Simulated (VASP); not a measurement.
Crystal: Ta2SiI2.

```
CELL_PARAMETERS angstrom
4.46023 0.00000 0.00000
-2.23011 3.86267 0.00000
0.00000 0.00000 9.63303
ATOMIC_POSITIONS crystal
Ta 0.33333 0.66667 0.00000
Ta 0.66667 0.33333 0.00000
Si 0.00000 0.00000 0.50000
I 0.00000 0.00000 0.14424
I 0.00000 0.00000 0.85576
```

The cell was built from a structure type or drawn by symmetry, and may not be a known phase.

* Program: VASP 6.6.1
* Task: relaxation of cell and atoms
* Functional: PBE
* Potentials or basis: VASP PAW PBE potentials, release 64 (Ta_pv, Si, I)
* Cutoff: 600 eV
* k mesh: 6 × 6 × 2
* Occupations: gaussian, width 0.1 eV
* Spin: no spin polarisation

At the start: pressure 10.1 GPa; volume 33.19 Å³/atom.

Where does the relaxation end?

Over 21 steps the energy falls by 505.4 meV/atom and the volume is 33.41 Å³/atom (+0.6 %); space group P6/mmm (No. 191, to 0.1 Å) before and after.

The path:
```
step  energy change (eV)  largest force (eV/Å)  pressure (GPa)  volume (Å³)
   1              0.0000                6.2963           10.11       165.96
   2             -1.3830                0.1563           -5.46       221.34
   3             -1.8832                0.9708           -2.51       197.62
   4             -1.8849                1.0423           -2.32       196.72
   5             -2.1528                0.7853           -0.74       185.94
   6             -2.1804                0.6947            1.49       175.50
   7             -2.2028                0.7206            0.43       179.75
   8             -2.2865                0.5208           -0.25       179.42
   9             -2.4299                0.0789           -1.78       178.34
  10             -2.4454                0.1052           -2.16       177.81
  11             -2.4849                0.1722           -1.59       173.86
  12             -2.4993                0.2581           -1.03       170.51
  13             -2.4996                0.2762           -0.93       169.94
  14             -2.5112                0.2091           -0.67       169.03
  15             -2.5210                0.0579           -0.05       167.06
  16             -2.5211                0.0645           -0.07       167.14
  17             -2.5232                0.0575           -0.01       166.84
  18             -2.5259                0.0339            0.22       165.92
  19             -2.5267                0.0400            0.05       166.65
  20             -2.5267                0.0420            0.01       166.88
  21             -2.5269                0.0321           -0.03       167.04
```

Final structure:
```
Ta Si I
1.0
     4.45192    0.00000    0.00000
    -2.22596    3.85547    0.00000
     0.00000    0.00000    9.73180
Ta Si I
2 1 2
Direct
  0.33333 0.66667 0.00000
  0.66667 0.33333 0.00000
  0.00000 0.00000 0.50000
  0.00000 0.00000 0.20339
  0.00000 0.00000 0.79661
```
